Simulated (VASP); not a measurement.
# AgO (I-4m2) in VASP: further runs

AgO is run at these levels: PBEsol; tasks: single point.

Everything below comes from runs of VASP 6.6.1. Logs are shortened: lines on timing, memory, paths and dates and some standing lists are left out, and cuts for length are marked.

## 1. The cell of the first run

It takes space group I-4m2 (No. 119, tetragonal). Conventional cell: a = 3.205 Å, b = 3.205 Å, c = 5.438 Å, α = 90.00°, β = 90.00°, γ = 90.00°. Ag (site symmetry -4m2) has 4 O at 2.10 Å within 2.8 Å. O (site symmetry -4m2) has 4 Ag at 2.10 Å within 2.8 Å.

## 2. Single point, PBEsol

File INCAR:

```
PREC = Accurate ; ENCUT = 520
EDIFF = 1E-6 ; ISMEAR = 0
SIGMA = 0.15 ; LREAL = F
LASPH = T ; NELM = 100
ALGO = Normal ; ISIF = 2
LWAVE = F ; LCHARG = F
GGA = PS ; NBANDS = 16
```

File KPOINTS:

```
regular mesh
0
Gamma
  18 18 18
```

File POSCAR:

```
AgO
1.0
    0.0000000000      2.2660147575      2.7192177091
    2.2660147575      0.0000000000      2.7192177091
    2.2660147575      2.2660147575      0.0000000000
Ag O
1 1
Direct
    0.0000000000      0.0000000000      0.0000000000
    0.7500000000      0.7500000000      0.7500000000
```

Potentials or basis: VASP PAW PBE potentials, release 64 (Ag, O).

Command:

```
cat potpaw_PBE.64/Ag/POTCAR potpaw_PBE.64/O/POTCAR > POTCAR
mpirun -np 1 vasp_std > vasp.out
```

OUTCAR:

```text
PREC = Accurate
   ENCUT = 520
   EDIFF = 1E-6
   ISMEAR = 0
   LREAL = F
   LASPH = T
   NELM = 100
   ISIF = 2
   GGA = PS

 ion  position               nearest neighbor table
   1  0.000  0.000  0.000-   2 2.10   2 2.10   2 2.10   2 2.10
   2  0.750  0.750  0.750-   1 2.10   1 2.10   1 2.10   1 2.10

  LATTYP: Found a body centered tetragonal cell.
 ALAT       =     3.2046288026
 C/A-ratio  =     1.6970562749

  Lattice vectors:

 A1 = (  -2.2660147575,   0.0000000000,   2.7192177091)
 A2 = (   2.2660147575,   0.0000000000,   2.7192177091)
 A3 = (   0.0000000000,   2.2660147575,  -2.7192177091)

Analysis of symmetry for initial positions (statically):
=====================================================================
 Subroutine PRICEL returns:
 Original cell was already a primitive cell.

 Routine SETGRP: Setting up the symmetry group for a
 body centered tetragonal supercell.

 Subroutine GETGRP returns: Found  8 space group operations
 (whereof  8 operations were pure point group operations)
 out of a pool of 16 trial point group operations.

The static configuration has the point symmetry D_2d.

Analysis of symmetry for dynamics (positions and initial velocities):
=====================================================================
 Subroutine PRICEL returns:
 Original cell was already a primitive cell.

 Routine SETGRP: Setting up the symmetry group for a
 body centered tetragonal supercell.

 Subroutine GETGRP returns: Found  8 space group operations
 (whereof  8 operations were pure point group operations)
 out of a pool of 16 trial point group operations.

The dynamic configuration has the point symmetry D_2d.

 Subroutine INISYM returns: Found  8 space group operations
 (whereof  8 operations are pure point group operations),
 and found     1 'primitive' translations

----------------------------------------------------------------------------------------

                                     Primitive cell

  volume of cell :      27.9254

  direct lattice vectors                    reciprocal lattice vectors
     0.000000000  2.266014757  2.719217709    -0.220651696  0.220651696  0.183876414
     2.266014757  0.000000000  2.719217709     0.220651696 -0.220651696  0.183876414
     2.266014757  2.266014757  0.000000000     0.220651696  0.220651696 -0.183876414

  length of vectors
     3.539628205  3.539628205  3.204628803     0.362194530  0.362194530  0.362194530

  position of ions in fractional coordinates (direct lattice)
[... 73 lines left out ...]
   ISPIN  =      1    spin polarized calculation?
   LNONCOLLINEAR =      F non collinear calculations
   LSORBIT =      F    spin-orbit coupling
   LASPH  =      T    aspherical Exc in radial PAW
   ENCUT  =  520.0 eV  38.22 Ry    6.18 a.u.   6.58  6.58  5.96*2*pi/ulx,y,z
   NELM   =    100;   NELMIN=  2; NELMDL= -5     # of ELM steps
   EDIFF  = 0.1E-05   stopping-criterion for ELM
   LREAL  =      F    real-space projection
   EDIFFG = 0.1E-04   stopping-criterion for IOM
   NSW    =      0    number of steps for IOM
   IBRION =     -1    ionic relax: 0-MD 1-quasi-New 2-CG
   NFREE  =      0    steps in history (QN), initial steepest desc. (CG)
   ISIF   =      2    stress and relaxation
   ISYM   =      2    0-nonsym 1-usesym 2-fastsym
   POTIM  = 0.5000    time-step for ionic-motion
   TEBEG  =    0.0;   TEEND  =   0.0 temperature during run
   PSTRESS=    0.0 pullay stress
   NELECT =      17.0000    total number of electrons
   NUPDOWN=      -1.0000    fix difference up-down
   EMIN   =  10.00;   EMAX   =-10.00  energy-range for DOS
   EFERMI =   0.00;   METHOD = LEGACY
   ISMEAR =     0;   SIGMA  =   0.15  broadening in eV -4-tet -1-fermi 0-gaus
   EFERMI_NEDOS =   21; number of points for ismear=-14 and -15
   IALGO  =     38    algorithm
   IMIX   =      4    mixing-type and parameters
     AMIX     =   0.40;   BMIX     =  1.00
     AMIX_MAG =   1.60;   BMIX_MAG =  1.00
  volume/ion in A,a.u.               =      13.96        94.22
  Fermi-wavevector in a.u.,A,eV,Ry     =   1.387473  2.621944 26.192336  1.925082
  Thomas-Fermi vector in A             =   2.511691
   LORBIT       =      0    0 simple, 1 ext, 2 COOP (PROOUT), +10 PAW based schemes
   GGA     = PS    functional components
   LHFCALC =     F    Hartree Fock is set to
   AEXX    =    0.0000 exact exchange contribution
   IVDW    =     0    specifies the selected vdW correction
   LEPSILON=     F    determine dielectric tensor
   LRPA    =     F    only Hartree local field effects (RPA)
 non-spin polarized calculation
 Gauss-broadening in eV      SIGMA  =   0.15
  energy-cutoff  :      520.00
  volume of cell :       27.93
 maximum number of plane-waves:       766
   NGX = 13   NGY = 13   NGZ = 11

 number of electron      16.9999995 magnetization

 Free energy of the ion-electron system (eV)
  ---------------------------------------------------
  ext. energy  EPLUGINS =         0.00000000
  ---------------------------------------------------
  free energy    TOTEN  =        -8.06369132 eV

  energy without entropy =       -8.03890480  energy(sigma->0) =       -8.05129806

 E-fermi :   4.7568     XC(G=0): -11.3151

 val. band max:        4.7552057984   @ k =  -0.4444   0.0556   0.0000
 cond. band min:       4.7567821834   @ k =  -0.1111   0.2778   0.2222
 fundamental gap:      0.0015763850
 Fermi energy:         4.7567514555

 k-point     1 :       0.0000    0.0000    0.0000
  band No.  band energies     occupation
      1     -13.5157      2.00000
      2      -1.3681      2.00000
      3      -0.9690      2.00000
      4      -0.9690      2.00000
      5       1.1350      2.00000
      6       1.7885      2.00000
[... 433 lines left out ...]
      3      -0.9473      2.00000
      4      -0.6923      2.00000
      5       1.4262      2.00000
      6       1.5830      2.00000
[... 8 lines left out ...]
     15      24.0230      0.00000
     16      24.4195      0.00000

 [... further k-points ...]
[... 5 lines left out ...]
  --------------------------------------------------------------------------------------
  -------------------------------------------------------------------------------------
  Total        1.1279928      1.1279928      1.7669851      0.0000000     -0.0000000     -0.0000000
  in kB       64.7168639     64.7168639    101.3780699      0.0000000     -0.0000000     -0.0000000
  external PRESSURE =      76.9372659 kB  Pullay stress =       0.0000000 kB

 VOLUME and BASIS-vectors are now :
 -----------------------------------------------------------------------------
  energy-cutoff  :      520.00
  volume of cell :       27.93
      direct lattice vectors                 reciprocal lattice vectors
     0.000000000  2.266014757  2.719217709    -0.220651696  0.220651696  0.183876414
     2.266014757  0.000000000  2.719217709     0.220651696 -0.220651696  0.183876414
     2.266014757  2.266014757  0.000000000     0.220651696  0.220651696 -0.183876414

 POSITION                                       TOTAL-FORCE (eV/Angst)
 -----------------------------------------------------------------------------------
      0.00000      0.00000      0.00000        -0.000000     -0.000000      0.000000
      3.39902      3.39902      4.07883         0.000000      0.000000      0.000000
 -----------------------------------------------------------------------------------
    total drift:                                0.000001      0.000001      0.000001

  FREE ENERGIE OF THE ION-ELECTRON SYSTEM (eV)
  ---------------------------------------------------
  free  energy   TOTEN  =        -8.0636913226 eV

  energy  without entropy=       -8.0389048049  energy(sigma->0) =       -8.05129806
```

OSZICAR:

```text
N       E                     dE             d eps       ncg     rms          rms(c)
DAV:   1     0.876957436042E+02    0.87696E+02   -0.84159E+03 15624   0.982E+02
DAV:   2    -0.766316893648E+01   -0.95359E+02   -0.87383E+02 18608   0.239E+02
DAV:   3    -0.100487152327E+02   -0.23855E+01   -0.23779E+01 18424   0.397E+01
DAV:   4    -0.100583066893E+02   -0.95915E-02   -0.95912E-02 19696   0.265E+00
DAV:   5    -0.100583834783E+02   -0.76789E-04   -0.76789E-04 18960   0.235E-01    0.143E+01
DAV:   6    -0.847241623447E+01    0.15860E+01   -0.77204E+00 17312   0.372E+01    0.122E+01
DAV:   7    -0.808205787273E+01    0.39036E+00   -0.12915E+00 16032   0.153E+01    0.694E+00
DAV:   8    -0.807283382714E+01    0.92240E-02   -0.26426E-01 16232   0.414E+00    0.811E-01
DAV:   9    -0.806429528419E+01    0.85385E-02   -0.12180E-02 18640   0.112E+00    0.287E-01
DAV:  10    -0.806371365288E+01    0.58163E-03   -0.31526E-03 16800   0.484E-01    0.100E-01
DAV:  11    -0.806370214827E+01    0.11505E-04   -0.23095E-04 19184   0.166E-01    0.567E-02
DAV:  12    -0.806369149359E+01    0.10655E-04   -0.34181E-05 17584   0.866E-02    0.658E-03
DAV:  13    -0.806369132258E+01    0.17101E-06   -0.28746E-06 16944   0.144E-02
   1 F= -.80636913E+01 E0= -.80512981E+01  d E =-.247865E-01
```

Wall time 4.7 min (1 thread of Intel Xeon 8259CL, shared host); peak memory 0.32 GiB.

What came out:

```
Free energy            : -8.0637 eV
Pressure               : 7.7 GPa
Band gap on the k mesh : zero (an odd number of electrons rules out a gap without spin polarisation)
```

Caveat: the cell stands under pressure; the PAW data sets were made with another functional, which shifts forces and pressure a little; an odd number of electrons without spin polarisation forces a metal; a magnetic or distorted state may lie lower.

## 3. Single point, PBEsol

This run uses another cell than the first one, of the same volume but with other edges.

File INCAR:

```
PREC     = Accurate       # precision mode
ENCUT    = 520            # plane-wave cutoff, eV
EDIFF    = 1E-6           # SCF threshold, eV
ISMEAR   = 0              # smearing method
SIGMA    = 0.15           # smearing width, eV
LREAL    = F              # projectors in reciprocal space
LASPH    = T              # aspherical terms in the spheres
NELM     = 100            # most SCF steps
ALGO     = Normal         # electronic algorithm
ISIF     = 2              # what is computed and relaxed
LWAVE    = F              # write WAVECAR
LCHARG   = T              # write CHGCAR
GGA      = PS             # functional
LELF     = T              # ELF
LVHAR    = T            
NBANDS   = 16             # bands
```

File KPOINTS:

```
Automatic mesh
0
Gamma
  18 18 18
```

File POSCAR:

```
AgO
1.0
    0.0000000000      2.6159229520      2.0404199025
    2.6159229520      0.0000000000      2.0404199025
    2.6159229520      2.6159229520      0.0000000000
Ag O
1 1
Direct
    0.0000000000      0.0000000000      0.0000000000
    0.7500000000      0.7500000000      0.7500000000
```

Potentials or basis: VASP PAW PBE potentials, release 64 (Ag, O).

Command:

```
cat potpaw_PBE.64/Ag/POTCAR potpaw_PBE.64/O/POTCAR > POTCAR
mpirun -np 1 vasp_std > vasp.out
```

Run time: 6.2 min. Hardware: 1 thread of Intel Xeon 8259CL, shared host; peak memory 0.33 GiB.

It converged, with:

```
Free energy            : -8.1030 eV
Pressure               : 5.9 GPa
Band gap on the k mesh : zero (an odd number of electrons rules out a gap without spin polarisation)
```

Stress tensor (GPa, compression positive):
```
7.53 0.00 0.00
0.00 7.53 0.00
0.00 0.00 2.59
```

Levels at points of the mesh, in eV from the Fermi level:
| k point | band 5 | band 6 | band 7 | band 8 | band 9 | band 10 | band 11 | band 12 | band 13 | band 14 |
| --- | --- | --- | --- | --- | --- | --- | --- | --- | --- | --- |
| (0.00, 0.00, 0.00) | -3.63 | -3.01 | 0.30 | 0.44 | 0.44 | 0.87 | 14.39 | 14.39 | 14.98 | 18.05 |
| (0.50, 0.00, 0.00) | -3.12 | -2.90 | -2.61 | -0.27 | -0.01 | 5.26 | 7.18 | 12.31 | 15.25 | 16.92 |
| (0.50, 0.50, 0.00) | -2.95 | -2.84 | -1.57 | -1.57 | -1.14 | 6.42 | 8.86 | 12.06 | 12.06 | 12.72 |
| (0.50, 0.00, 0.50) | -3.60 | -3.19 | -1.97 | -1.95 | -0.65 | 5.97 | 7.89 | 13.19 | 13.31 | 16.19 |

Caveat: the cell stands under pressure; the PAW data sets were made with another functional, which shifts forces and pressure a little; an odd number of electrons without spin polarisation forces a metal; a magnetic or distorted state may lie lower.

## 4. Single point, PBEsol

This run uses another cell than the first one, of the same volume but with other edges.

File INCAR:

```
  PREC = Accurate
  ENCUT = 520
  EDIFF = 1E-6
  ISMEAR = 0
  SIGMA = 0.15
  LREAL = F
  LASPH = T
  NELM = 100
  ALGO = Normal
  ISIF = 2
  LWAVE = F
  LCHARG = T
  GGA = PS
  LELF = T
  LVHAR = T
  NBANDS = 16
```

KPOINTS is that of step 3.

File POSCAR:

```
AgO
1.0
    0.0000000000      2.2063548676      2.8682613279
    2.2063548676      0.0000000000      2.8682613279
    2.2063548676      2.2063548676      0.0000000000
Ag O
1 1
Direct
    0.0000000000      0.0000000000      0.0000000000
    0.7500000000      0.7500000000      0.7500000000
```

Command:

```
cat potpaw_PBE.64/Ag/POTCAR potpaw_PBE.64/O/POTCAR > POTCAR
mpirun -np 1 vasp_std > vasp.out
```

Wall time 4.9 min (1 thread of Intel Xeon 8259CL, shared host); peak memory 0.32 GiB.

It converged, with:

```
Free energy            : -8.0942 eV
Pressure               : 4.6 GPa
Band gap on the k mesh : zero (an odd number of electrons rules out a gap without spin polarisation)
```

Stress tensor (GPa, compression positive):
```
3.83 0.00 0.00
0.00 3.83 0.00
0.00 0.00 6.24
```

Levels at points of the mesh, in eV from the Fermi level:
| k point | band 5 | band 6 | band 7 | band 8 | band 9 | band 10 | band 11 | band 12 | band 13 | band 14 |
| --- | --- | --- | --- | --- | --- | --- | --- | --- | --- | --- |
| (0.00, 0.00, 0.00) | -3.79 | -2.83 | -0.14 | 0.37 | 0.90 | 0.90 | 14.55 | 14.63 | 14.63 | 16.39 |
| (0.50, 0.00, 0.00) | -3.40 | -3.12 | -2.27 | -0.24 | -0.01 | 5.17 | 7.12 | 12.88 | 15.16 | 16.46 |
| (0.50, 0.50, 0.00) | -3.97 | -2.88 | -2.73 | -1.41 | -1.41 | 6.22 | 6.55 | 13.96 | 15.39 | 15.39 |
| (0.50, 0.00, 0.50) | -3.29 | -3.18 | -1.86 | -1.05 | -0.78 | 6.10 | 10.26 | 11.33 | 11.46 | 15.02 |

Caveat: the cell stands under pressure; the PAW data sets were made with another functional, which shifts forces and pressure a little; an odd number of electrons without spin polarisation forces a metal; a magnetic or distorted state may lie lower.

## 5. Single point, PBEsol

This run uses another cell than the first one, of the same volume but with other edges.

File INCAR:

```
SYSTEM = AgO
PREC = Accurate
ENCUT = 520
EDIFF = 1E-6
ISMEAR = 0
SIGMA = 0.15
LREAL = .FALSE.
LASPH = .TRUE.
NELM = 60
ALGO = Normal
ISIF = 2
LWAVE = .FALSE.
LCHARG = .FALSE.
GGA = PS
NBANDS = 16
```

File KPOINTS:

```
regular mesh
0
G
  18 18 18
  0 0 0
```

File POSCAR:

```
AgO
1.0
    0.0000000000      2.4758664043      2.2777970919
    2.4758664043      0.0000000000      2.2777970919
    2.4758664043      2.4758664043      0.0000000000
Ag O
1 1
Direct
    0.0000000000      0.0000000000      0.0000000000
    0.7500000000      0.7500000000      0.7500000000
```

Command:

```
cat potpaw_PBE.64/Ag/POTCAR potpaw_PBE.64/O/POTCAR > POTCAR
mpirun -np 1 vasp_std > vasp.out
```

Wall time 6.4 min (1 thread of Intel Xeon 8259CL, shared host); peak memory 0.34 GiB.

It converged, with:

| Property | Result |
| --- | --- |
| Free energy | -8.0273 eV |
| Pressure | 10.1 GPa |
| Band gap on the k mesh | zero (an odd number of electrons rules out a gap without spin polarisation) |

Stress tensor (GPa, compression positive):
```
10.94  0.00  0.00
 0.00 10.94  0.00
 0.00  0.00  8.57
```

Levels at points of the mesh, in eV from the Fermi level:
```csv
k point,band 7,band 8,band 9,band 10,band 11,band 12
"(0.00, 0.00, 0.00)",0.19,0.80,0.80,1.01,14.06,14.06
"(0.50, 0.00, 0.00)",-2.81,-0.10,-0.02,5.40,6.95,13.33
"(0.50, 0.50, 0.00)",-1.60,-1.47,-1.47,6.05,9.85,11.01
"(0.50, 0.00, 0.50)",-1.98,-1.66,-1.21,5.99,8.67,11.91
```

Caveat: the cell stands under pressure; the PAW data sets were made with another functional, which shifts forces and pressure a little; an odd number of electrons without spin polarisation forces a metal; a magnetic or distorted state may lie lower.

## 6. Overview

| cell | gap on the mesh (eV) | pressure (GPa) |
| --- | --- | --- |
| a = 3.540, b = 3.540, c = 3.205 Å, angles 63.1, 63.1, 53.8°, 2 atoms | none | 7.7 |
| a = 3.318, b = 3.318, c = 3.699 Å, angles 56.1, 56.1, 67.8°, 2 atoms | none | 5.9 |
| a = 3.619, b = 3.619, c = 3.120 Å, angles 64.5, 64.5, 51.1°, 2 atoms | none | 4.6 |
| a = 3.364, b = 3.364, c = 3.501 Å, angles 58.6, 58.6, 62.7°, 2 atoms | none | 10.1 |

Alike in all rows: task single point; level PBEsol; potentials or basis VASP PAW PBE potentials, release 64 (Ag, O); no spin polarisation; k mesh 18 × 18 × 18; cutoff (eV) 520; smearing gaussian 0.15 eV.

Caveats: the cell stands under pressure; the PAW data sets were made with another functional, which shifts forces and pressure a little; an odd number of electrons without spin polarisation forces a metal; a magnetic or distorted state may lie lower.

Total energies depend on the potentials used, so only differences within one code and one set of settings carry meaning.
